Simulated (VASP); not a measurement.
A run of VASP 6.6.1 is set up as follows.

The input POSCAR:

```
ZnS
1.0
    3.8062158159      0.0000000000      0.0000000000
   -1.9031079079      3.2962795888      0.0000000000
    0.0000000000      0.0000000000      6.2465611904
Zn S
2 2
Direct
    0.3333333333      0.6666666667      0.0053957873
    0.6666666667      0.3333333333      0.5053957873
    0.3333333333      0.6666666667      0.3796042127
    0.6666666667      0.3333333333      0.8796042127
```

Contents of INCAR.step1:

```
SYSTEM = ZnS
ALGO     = Normal         ! electronic algorithm
EDIFF    = 1E-4           ! SCF threshold, eV
ENCUT    = 520            ! plane-wave cutoff, eV
GGA      = PE             ! functional
ISMEAR   = 0              ! smearing method
LASPH    = .TRUE.         ! aspherical terms in the spheres
LCHARG   = .FALSE.        ! write CHGCAR
LREAL    = .FALSE.        ! projectors in reciprocal space
LWAVE    = .TRUE.         ! write WAVECAR
NBANDS   = 26             ! bands
NELM     = 60             ! most SCF steps
PREC     = Accurate       ! precision mode
SIGMA    = 0.01           ! smearing width, eV
```

INCAR.step2

```
SYSTEM = ZnS
ALGO     = Normal         ! electronic algorithm
EDIFF    = 1E-6           ! SCF threshold, eV
ENCUT    = 520            ! plane-wave cutoff, eV
ISIF     = 2              ! what is computed and relaxed
ISMEAR   = 0              ! smearing method
ISTART   = 1            
LASPH    = .TRUE.         ! aspherical terms in the spheres
LCHARG   = .FALSE.        ! write CHGCAR
LMIXTAU  = .TRUE.       
LREAL    = .FALSE.        ! projectors in reciprocal space
LWAVE    = .FALSE.        ! write WAVECAR
METAGGA  = R2SCAN         ! meta-GGA
NBANDS   = 26             ! bands
NELM     = 60             ! most SCF steps
PREC     = Accurate       ! precision mode
SIGMA    = 0.01           ! smearing width, eV
```

File KPOINTS:

```
k-points
0
G
  6 6 4
  0 0 0
```

Potentials or basis: VASP PAW PBE potentials, release 64 (Zn, S).

The run is started by

```console
$ cat potpaw_PBE.64/Zn/POTCAR potpaw_PBE.64/S/POTCAR > POTCAR
$ cp INCAR.step1 INCAR
$ mpirun -np 1 vasp_std > vasp.out
$ cp INCAR.step2 INCAR
$ mpirun -np 1 vasp_std > vasp.out
```

Q: What does it give for the band gap on the k mesh?

A: 2.79 eV, direct.

Q: What does it give for the pressure?

A: 0.1 GPa.

Q: What does it give for the largest force?

A: 0.004 eV/Å.

Forces in eV/Å, atoms in the order of the input:
```
Zn   0.000  0.000  0.004
Zn   0.000  0.000  0.004
S    0.000  0.000 -0.004
S    0.000  0.000 -0.004
```

Caveat: the PAW data sets were made with another functional, which shifts forces and pressure a little. r2SCAN opens gaps a little over a GGA but as a rule still falls short of measured ones.
